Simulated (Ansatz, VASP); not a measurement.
Two plane-wave programs on SnTe

```xyz
2
Lattice="0.0000 3.6351 3.6351 3.6351 0.0000 3.6351 3.6351 3.6351 0.0000" Properties=species:S:1:pos:R:3 pbc="T T T"
Te    1.8175    1.8175    1.8175
Sn    0.0000    0.0000    0.0000
```

Alike in both runs: task single point; functional PBE0; k mesh 4 × 4 × 4; occupations fermi-dirac, width 0.05 eV; no spin polarisation.

|  | VASP | Ansatz |
| --- | --- | --- |
| version | VASP 6.6.1 | Ansatz 0.2.0 |
| potentials or method | VASP PAW PBE potentials, release 64 (Te, Sn_d) | Ansatz PAW |
| plane-wave cutoff (eV) | 520 | 420 |
| valence electrons in the cell | 20 | 30 |

|  | VASP | Ansatz | Ansatz less VASP |
| --- | --- | --- | --- |
| gap on the k mesh at the Fermi level (eV) | 1.05 | 1.02 | -0.029 |
| least direct gap on the mesh (eV) | 1.82 | 1.81 | -0.016 |
| pressure (GPa) | -1.2 | -1.0 | +0.19 |

The functional is the same, so the differences come from potentials, cutoffs and numerics. VASP's potentials hold 20 valence electrons a cell and Ansatz's 30, so a difference there can come from the potentials and not from the codes.

Neither program's run includes spin-orbit coupling.
